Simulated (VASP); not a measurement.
Here is a VASP 6.6.1 calculation.

File INCAR:

```
  ALGO = Normal
  EDIFF = 1E-7
  ENCUT = 520
  GGA = PE
  ISIF = 2
  ISMEAR = -1
  LASPH = True
  LCHARG = False
  LREAL = False
  LWAVE = False
  NBANDS = 14
  NELM = 80
  PREC = Accurate
  SIGMA = 0.08
```

The input KPOINTS:

```
k-points
0
Gamma
  16 16 16
```

File POSCAR:

```
Cl
1.0
   -2.5404915600      2.5404915600      1.6490679255
    2.5404915600     -2.5404915600      1.6490679255
    2.5404915600      2.5404915600     -1.6490679255
Cl
2
Direct
   -0.3750000000     -0.1250000000     -0.2500000000
    0.3750000000      0.1250000000      0.2500000000
```

Potentials or basis: VASP PAW PBE potentials, release 64 (Cl).

The run is started by

```sh
$ cat potpaw_PBE.64/Cl/POTCAR > POTCAR
$ mpirun -np 1 vasp_std > vasp.out
```

**Question.** Predict the band gap on the k mesh.

**Answer.** Zero (bands 7 and 8 overlap by 2.03 eV).

**Question.** What does it give for the pressure?

**Answer.** 5.3 GPa.

Caveat: the cell stands under pressure.
